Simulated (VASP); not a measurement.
# Y (P6_3/mmc) in VASP: further runs

Y is run at these levels: PBE; tasks: single point.

Everything below comes from runs of VASP 6.6.1. Logs are shortened: lines on timing, memory, paths and dates and some standing lists are left out, and cuts for length are marked.

## Step 1: The cell of the first run

It takes space group P6_3/mmc (No. 194, hexagonal). Conventional cell: a = 3.299 Å, b = 3.299 Å, c = 5.235 Å, α = 90.00°, β = 90.00°, γ = 120.00°. Within 4.3 Å of Y (site symmetry -6m2) lie 12 Y at 3.24 to 3.30 Å.

## Step 2: Single point, PBE (24.67 Å³/atom)

INCAR reads:

```
SYSTEM = Y
  ALGO = Normal
  EDIFF = 1E-6
  ENCUT = 520
  GGA = PE
  ISIF = 2
  ISMEAR = -1
  LASPH = .True.
  LCHARG = .False.
  LREAL = .False.
  LWAVE = .False.
  NBANDS = 18
  NELM = 60
  PREC = Accurate
  SIGMA = 0.05
```

KPOINTS reads:

```
k-points
0
Gamma
  14 14 7
  0 0 0
```

POSCAR reads:

```
Y
1.0
    3.2990998496      0.0000000000      0.0000000000
   -1.6495499248      2.8571042793      0.0000000000
    0.0000000000      0.0000000000      5.2347854933
Y
2
Direct
    0.3333333333      0.6666666667      0.2500000000
    0.6666666667      0.3333333333      0.7500000000
```

Potentials or basis: VASP PAW PBE potentials, release 64 (Y_sv).

Launch:

```bash
cat potpaw_PBE.64/Y_sv/POTCAR > POTCAR
mpirun -np 1 vasp_std > vasp.out
```

OUTCAR:

```text
SYSTEM = Y
   EDIFF = 1E-6
   ENCUT = 520
   GGA = PE
   ISIF = 2
   ISMEAR = -1
   LASPH = .True.
   LREAL = .False.
   NELM = 60
   PREC = Accurate

 ion  position               nearest neighbor table
   1  0.333  0.667  0.250-   2 3.24   2 3.24   2 3.24   2 3.24   2 3.24   2 3.24
   2  0.667  0.333  0.750-   1 3.24   1 3.24   1 3.24   1 3.24   1 3.24   1 3.24

  LATTYP: Found a hexagonal cell.
 ALAT       =     3.2990998496
 C/A-ratio  =     1.5867314516

  Lattice vectors:

 A1 = (   3.2990998496,   0.0000000000,   0.0000000000)
 A2 = (  -1.6495499248,   2.8571042793,   0.0000000000)
 A3 = (   0.0000000000,   0.0000000000,   5.2347854933)

Analysis of symmetry for initial positions (statically):
=====================================================================
 Subroutine PRICEL returns:
 Original cell was already a primitive cell.

 Routine SETGRP: Setting up the symmetry group for a
 hexagonal supercell.

 Subroutine GETGRP returns: Found 24 space group operations
 (whereof 12 operations were pure point group operations)
 out of a pool of 24 trial point group operations.

The static configuration has the point symmetry D_3d.
 The point group associated with its full space group is D_6h.

Analysis of symmetry for dynamics (positions and initial velocities):
=====================================================================
 Subroutine PRICEL returns:
 Original cell was already a primitive cell.

 Routine SETGRP: Setting up the symmetry group for a
 hexagonal supercell.

 Subroutine GETGRP returns: Found 24 space group operations
 (whereof 12 operations were pure point group operations)
 out of a pool of 24 trial point group operations.

The dynamic configuration has the point symmetry D_3d.
 The point group associated with its full space group is D_6h.

 Subroutine INISYM returns: Found 24 space group operations
 (whereof 12 operations are pure point group operations),
 and found     1 'primitive' translations

----------------------------------------------------------------------------------------

                                     Primitive cell

  volume of cell :      49.3424

  direct lattice vectors                    reciprocal lattice vectors
     3.299099850  0.000000000  0.000000000     0.303112984  0.175002363  0.000000000
    -1.649549925  2.857104279  0.000000000     0.000000000  0.350004726  0.000000000
     0.000000000  0.000000000  5.234785493     0.000000000  0.000000000  0.191029795

  length of vectors
     3.299099850  3.299099850  5.234785493     0.350004726  0.350004726  0.191029795

  position of ions in fractional coordinates (direct lattice)
     0.333333333  0.666666667  0.250000000
     0.666666667  0.333333333  0.750000000

  ion indices of the primitive-cell ions
   primitive index   ion index
                 1           1
                 2           2

----------------------------------------------------------------------------------------

 KPOINTS: k-points

Automatic generation of k-mesh.
 Grid dimensions read from file:
 generate k-points for:   14   14    7

 Generating k-lattice:

  Cartesian coordinates                     Fractional coordinates (reciprocal lattice)
     0.021650927  0.012500169  0.000000000     0.071428571  0.000000000  0.000000000
     0.000000000  0.025000338  0.000000000     0.000000000  0.071428571  0.000000000
     0.000000000  0.000000000  0.027289971     0.000000000  0.000000000  0.142857143

  Length of vectors
     0.025000338  0.025000338  0.027289971

  Shift w.r.t. Gamma in fractional coordinates (k-lattice)
     0.000000000  0.000000000  0.000000000

 Subroutine IBZKPT returns following result:
 ===========================================

 Found     96 irreducible k-points:

 Following reciprocal coordinates:
            Coordinates               Weight
  0.000000  0.000000  0.000000      1.000000
  0.071429 -0.000000  0.000000      6.000000
  0.142857 -0.000000  0.000000      6.000000
  0.214286 -0.000000  0.000000      6.000000
  0.285714  0.000000  0.000000      6.000000
  0.357143  0.000000  0.000000      6.000000
[... 16 lines left out ...]
  0.285714  0.285714  0.000000      6.000000
  0.357143  0.285714  0.000000      6.000000
 [... further k-points ...]
   k-points           NKPTS =     96   k-points in BZ     NKDIM =     96   number of bands    NBANDS=     18
   number of dos      NEDOS =    301   number of ions     NIONS =      2
   total plane-waves  NPLWV =  31360
   dimension x,y,z NGX =    28 NGY =   28 NGZ =   40
   dimension x,y,z NGXF=    56 NGYF=   56 NGZF=   80
   ions per type =               2
   NGX,Y,Z   is equivalent  to a cutoff of  14.11, 14.11, 12.70 a.u.
   NGXF,Y,Z  is equivalent  to a cutoff of  28.22, 28.22, 25.41 a.u.
 SYSTEM =  Y
   PREC   = accura    normal or accurate (medium, high low for compatibility)
   ISTART =      0    job   : 0-new  1-cont  2-samecut
   ICHARG =      2    charge: 1-file 2-atom 10-const
   ISPIN  =      1    spin polarized calculation?
   LNONCOLLINEAR =      F non collinear calculations
   LSORBIT =      F    spin-orbit coupling
   LASPH  =      T    aspherical Exc in radial PAW
   ENCUT  =  520.0 eV  38.22 Ry    6.18 a.u.   6.13  6.13  9.73*2*pi/ulx,y,z
   NELM   =     60;   NELMIN=  2; NELMDL= -5     # of ELM steps
   EDIFF  = 0.1E-05   stopping-criterion for ELM
   LREAL  =      F    real-space projection
   EDIFFG = 0.1E-04   stopping-criterion for IOM
   NSW    =      0    number of steps for IOM
   IBRION =     -1    ionic relax: 0-MD 1-quasi-New 2-CG
   NFREE  =      0    steps in history (QN), initial steepest desc. (CG)
   ISIF   =      2    stress and relaxation
   ISYM   =      2    0-nonsym 1-usesym 2-fastsym
   POTIM  = 0.5000    time-step for ionic-motion
   TEBEG  =    0.0;   TEEND  =   0.0 temperature during run
   PSTRESS=    0.0 pullay stress
   NELECT =      22.0000    total number of electrons
   NUPDOWN=      -1.0000    fix difference up-down
   EMIN   =  10.00;   EMAX   =-10.00  energy-range for DOS
   EFERMI =   0.00;   METHOD = LEGACY
   ISMEAR =    -1;   SIGMA  =   0.05  broadening in eV -4-tet -1-fermi 0-gaus
   EFERMI_NEDOS =   21; number of points for ismear=-14 and -15
   IALGO  =     38    algorithm
   IMIX   =      4    mixing-type and parameters
     AMIX     =   0.40;   BMIX     =  1.00
     AMIX_MAG =   1.60;   BMIX_MAG =  1.00
  volume/ion in A,a.u.               =      24.67       166.49
  Fermi-wavevector in a.u.,A,eV,Ry     =   1.250669  2.363421 21.281851  1.564172
  Thomas-Fermi vector in A             =   2.384652
   LORBIT       =      0    0 simple, 1 ext, 2 COOP (PROOUT), +10 PAW based schemes
   GGA     = PE    functional components
   LHFCALC =     F    Hartree Fock is set to
   AEXX    =    0.0000 exact exchange contribution
   IVDW    =     0    specifies the selected vdW correction
   LEPSILON=     F    determine dielectric tensor
   LRPA    =     F    only Hartree local field effects (RPA)
 non-spin polarized calculation
  energy-cutoff  :      520.00
  volume of cell :       49.34
 maximum number of plane-waves:      1347
 NGX is ok and might be reduce to    28
   NGX = 13   NGY = 13   NGZ = 19

 number of electron      22.0000000 magnetization

 Free energy of the ion-electron system (eV)
  ---------------------------------------------------
  ext. energy  EPLUGINS =         0.00000000
  ---------------------------------------------------
  free energy    TOTEN  =       -12.15634131 eV

  energy without entropy =      -12.13100629  energy(sigma->0) =      -12.14367380

 E-fermi :   4.5527     XC(G=0): -10.5970

 val. band max:        4.5463415933   @ k =   0.3571   0.2143   0.2857
 cond. band min:       4.5633742183   @ k =   0.4286  -0.0000   0.2857
 fundamental gap:      0.0170326250
 Fermi energy:         4.5527457640

 k-point     1 :       0.0000    0.0000    0.0000
  band No.  band energies     occupation
      1     -37.5806      2.00000
      2     -37.3510      2.00000
      3     -18.3157      2.00000
      4     -17.1398      2.00000
      5     -17.1398      2.00000
      6     -16.9458      2.00000
[... 10 lines left out ...]
     17       8.0305      0.00000
     18       8.0305      0.00000

 k-point     2 :       0.0714   -0.0000    0.0000
  band No.  band energies     occupation
      1     -37.5721      2.00000
      2     -37.3475      2.00000
      3     -18.2939      2.00000
      4     -17.1899      2.00000
      5     -17.1561      2.00000
      6     -16.9983      2.00000
[... 10 lines left out ...]
     17       7.8140      0.00000
     18       7.8742      0.00000

 k-point     3 :       0.1429   -0.0000    0.0000
  band No.  band energies     occupation
      1     -37.5479      2.00000
      2     -37.3381      2.00000
      3     -18.2305      2.00000
      4     -17.3299      2.00000
      5     -17.2002      2.00000
      6     -17.1408      2.00000
[... 10 lines left out ...]
     17       7.5518      0.00000
     18       7.8856      0.00000

 k-point     4 :       0.2143   -0.0000    0.0000
  band No.  band energies     occupation
      1     -37.5117      2.00000
      2     -37.3254      2.00000
      3     -18.1317      2.00000
      4     -17.5308      2.00000
      5     -17.3358      2.00000
      6     -17.2608      2.00000
[... 375 lines left out ...]
      4     -17.7785      2.00000
      5     -17.6184      2.00000
      6     -17.6121      2.00000
[... 10 lines left out ...]
     17      10.9124      0.00000
     18      11.1941      0.00000

 k-point    23 :       0.2857    0.2857    0.0000
  band No.  band energies     occupation
      1     -37.3536      2.00000
      2     -37.3113      2.00000
      3     -17.9507      2.00000
      4     -17.7863      2.00000
      5     -17.6263      2.00000
      6     -17.5951      2.00000
[... 10 lines left out ...]
     17      10.7955      0.00000
     18      11.1042      0.00000

 k-point    24 :       0.3571    0.2857    0.0000
  band No.  band energies     occupation
      1     -37.3379      2.00000
      2     -37.3193      2.00000
      3     -17.9520      2.00000
      4     -17.7244      2.00000
      5     -17.7154      2.00000
      6     -17.5179      2.00000
[... 10 lines left out ...]
     17      10.7142      0.00000
     18      11.0623      0.00000

 [... further k-points ...]

------------------------ aborting loop because EDIFF is reached ----------------------------------------

  FORCE on cell =-STRESS in cart. coord.  units (eV):
  Direction    XX          YY          ZZ          XY          YZ          ZX
  --------------------------------------------------------------------------------------
  -------------------------------------------------------------------------------------
  Total        5.2542757      5.2542757      5.2664583      0.0000000      0.0000000      0.0000000
  in kB      170.6094150    170.6094150    171.0049924      0.0000000      0.0000000      0.0000000
  external PRESSURE =     170.7412741 kB  Pullay stress =       0.0000000 kB

 VOLUME and BASIS-vectors are now :
 -----------------------------------------------------------------------------
  energy-cutoff  :      520.00
  volume of cell :       49.34
      direct lattice vectors                 reciprocal lattice vectors
     3.299099850  0.000000000  0.000000000     0.303112984  0.175002363  0.000000000
    -1.649549925  2.857104279  0.000000000     0.000000000  0.350004726  0.000000000
     0.000000000  0.000000000  5.234785493     0.000000000  0.000000000  0.191029795

 POSITION                                       TOTAL-FORCE (eV/Angst)
 -----------------------------------------------------------------------------------
     -0.00000      1.90474      1.30870         0.000000     -0.000000      0.000000
      1.64955      0.95237      3.92609         0.000000      0.000000      0.000000
 -----------------------------------------------------------------------------------
    total drift:                               -0.000000      0.000000     -0.000000

  FREE ENERGIE OF THE ION-ELECTRON SYSTEM (eV)
  ---------------------------------------------------
  free  energy   TOTEN  =       -12.1563413057 eV

  energy  without entropy=      -12.1310062932  energy(sigma->0) =      -12.14367380
```

It took 40 s on 1 thread of Intel Xeon 6975P-C (Granite Rapids), shared host; peak memory 0.24 GiB.

What came out:

```
Free energy            : -12.1563 eV
Pressure               : 17.1 GPa
Band gap on the k mesh : zero (bands 11 and 12 overlap by 2.44 eV)
```

Caveat: the cell stands under pressure.

## Step 3: Single point, PBE

This run uses another cell than the first one, of 27.96 Å³/atom.

INCAR reads:

```
  PREC = Accurate
  ENCUT = 520
  EDIFF = 1E-6
  ISMEAR = -1
  SIGMA = 0.05
  LREAL = False
  LASPH = True
  NELM = 80
  ALGO = Normal
  ISIF = 2
  LWAVE = False
  LCHARG = False
  GGA = PE
  NBANDS = 18
```

KPOINTS reads:

```
Automatic mesh
0
Gamma
  14 14 7
```

POSCAR reads:

```
Y
1.0
    3.4509422691      0.0000000000      0.0000000000
   -1.7254711346      2.9886036720      0.0000000000
    0.0000000000      0.0000000000      5.4221569487
Y
2
Direct
    0.3333333333      0.6666666667      0.2500000000
    0.6666666667      0.3333333333      0.7500000000
```

Potentials or basis: VASP PAW PBE potentials, release 64 (Y_sv).

Launch:

```bash
cat potpaw_PBE.64/Y_sv/POTCAR > POTCAR
mpirun -np 1 vasp_std > vasp.out
```

OUTCAR:

```text
PREC = Accurate
   ENCUT = 520
   EDIFF = 1E-6
   ISMEAR = -1
   LREAL = False
   LASPH = True
   NELM = 80
   ISIF = 2
   GGA = PE

 ion  position               nearest neighbor table
   1  0.333  0.667  0.250-   2 3.36   2 3.36   2 3.36   2 3.36   2 3.36   2 3.36
   2  0.667  0.333  0.750-   1 3.36   1 3.36   1 3.36   1 3.36   1 3.36   1 3.36

  LATTYP: Found a hexagonal cell.
 ALAT       =     3.4509422691
 C/A-ratio  =     1.5712105639

  Lattice vectors:

[... 691 lines left out ...]
 [... further k-points ...]

------------------------ aborting loop because EDIFF is reached ----------------------------------------

  FORCE on cell =-STRESS in cart. coord.  units (eV):
  Direction    XX          YY          ZZ          XY          YZ          ZX
  --------------------------------------------------------------------------------------
  -------------------------------------------------------------------------------------
  Total        2.8051074      2.8051074      2.8116139     -0.0000000      0.0000000      0.0000000
  in kB       80.3677808     80.3677808     80.5541935     -0.0000000      0.0000000      0.0000000
  external PRESSURE =      80.4299184 kB  Pullay stress =       0.0000000 kB

 VOLUME and BASIS-vectors are now :
 -----------------------------------------------------------------------------
  energy-cutoff  :      520.00
  volume of cell :       55.92
      direct lattice vectors                 reciprocal lattice vectors
     3.450942269  0.000000000  0.000000000     0.289775928  0.167302210  0.000000000
    -1.725471135  2.988603672  0.000000000     0.000000000  0.334604421  0.000000000
     0.000000000  0.000000000  5.422156949     0.000000000  0.000000000  0.184428450

 POSITION                                       TOTAL-FORCE (eV/Angst)
 -----------------------------------------------------------------------------------
     -0.00000      1.99240      1.35554         0.000000     -0.000000      0.000000
      1.72547      0.99620      4.06662        -0.000000      0.000000      0.000000
 -----------------------------------------------------------------------------------
    total drift:                               -0.000000      0.000000     -0.000000

  FREE ENERGIE OF THE ION-ELECTRON SYSTEM (eV)
  ---------------------------------------------------
  free  energy   TOTEN  =       -12.6585543856 eV

  energy  without entropy=      -12.6262184785  energy(sigma->0) =      -12.64238643
```

OSZICAR:

```text
N       E                     dE             d eps       ncg     rms          rms(c)
DAV:   1     0.902655319028E+02    0.90266E+02   -0.11379E+04  3456   0.118E+03
DAV:   2    -0.536930114937E+01   -0.95635E+02   -0.94024E+02  4260   0.264E+02
DAV:   3    -0.127022988596E+02   -0.73330E+01   -0.72665E+01  5916   0.441E+01
DAV:   4    -0.129160590844E+02   -0.21376E+00   -0.21354E+00  4190   0.759E+00
DAV:   5    -0.129212470394E+02   -0.51880E-02   -0.51866E-02  4868   0.905E-01    0.360E+01
DAV:   6    -0.126792183037E+02    0.24203E+00   -0.35585E-01  3808   0.383E+00    0.222E+01
DAV:   7    -0.126699930798E+02    0.92252E-02   -0.74108E-01  5016   0.494E+00    0.184E+00
DAV:   8    -0.126586618236E+02    0.11331E-01   -0.12282E-01  4248   0.208E+00    0.456E-01
DAV:   9    -0.126585706630E+02    0.91161E-04   -0.39946E-03  4360   0.406E-01    0.169E-01
DAV:  10    -0.126585499058E+02    0.20757E-04   -0.58961E-04  4224   0.189E-01    0.692E-02
DAV:  11    -0.126585585326E+02   -0.86268E-05   -0.41376E-05  4982   0.421E-02    0.567E-02
DAV:  12    -0.126585545672E+02    0.39654E-05   -0.87485E-06  3756   0.228E-02    0.152E-02
DAV:  13    -0.126585543856E+02    0.18166E-06   -0.78434E-07  2256   0.748E-03
   1 F= -.12658554E+02 E0= -.12642386E+02  d E =-.323359E-01
```

Run time: 39 s. Hardware: 1 thread of Intel Xeon 6975P-C (Granite Rapids), shared host; peak memory 0.25 GiB.

What came out:

```
Free energy            : -12.6586 eV
Pressure               : 8.0 GPa
Band gap on the k mesh : zero (bands 11 and 12 overlap by 1.88 eV)
```

Caveat: the cell stands under pressure.

## Step 4: Single point, PBE

This run uses another cell than the first one, of 31.25 Å³/atom.

INCAR reads:

```
ALGO = Normal
EDIFF = 1E-7
ENCUT = 520
GGA = PE
ISIF = 2
ISMEAR = -1
LASPH = True
LCHARG = False
LREAL = False
LWAVE = False
NBANDS = 18
NELM = 100
PREC = Accurate
SIGMA = 0.05
```

KPOINTS reads:

```
k-points
0
Gamma
  14 14 7
```

POSCAR reads:

```
Y
1.0
    3.5926706514      0.0000000000      0.0000000000
   -1.7963353257      3.1113440515      0.0000000000
    0.0000000000      0.0000000000      5.5913585112
Y
2
Direct
    0.3333333333      0.6666666667      0.2500000000
    0.6666666667      0.3333333333      0.7500000000
```

Launch:

```bash
cat potpaw_PBE.64/Y_sv/POTCAR > POTCAR
mpirun -np 1 vasp_std > vasp.out
```

Wall time 48 s (1 thread of Intel Xeon 6975P-C (Granite Rapids), shared host); peak memory 0.25 GiB.

Results (log left out):

- Free energy: -12.8605 eV
- Pressure: 2.1 GPa
- Band gap on the k mesh: zero (bands 11 and 12 overlap by 1.57 eV)

Levels at points of the mesh, in eV from the Fermi level:
```
           k point  band 9  band 10  band 11  band 12  band 13  band 14
(0.00, 0.00, 0.00)   -4.76    -1.92     1.10     1.78     1.78     2.17
(0.50, 0.00, 0.00)   -1.70    -1.28    -0.88    -0.04     1.46     1.52
```

(Part 1 of 2 ends here.)
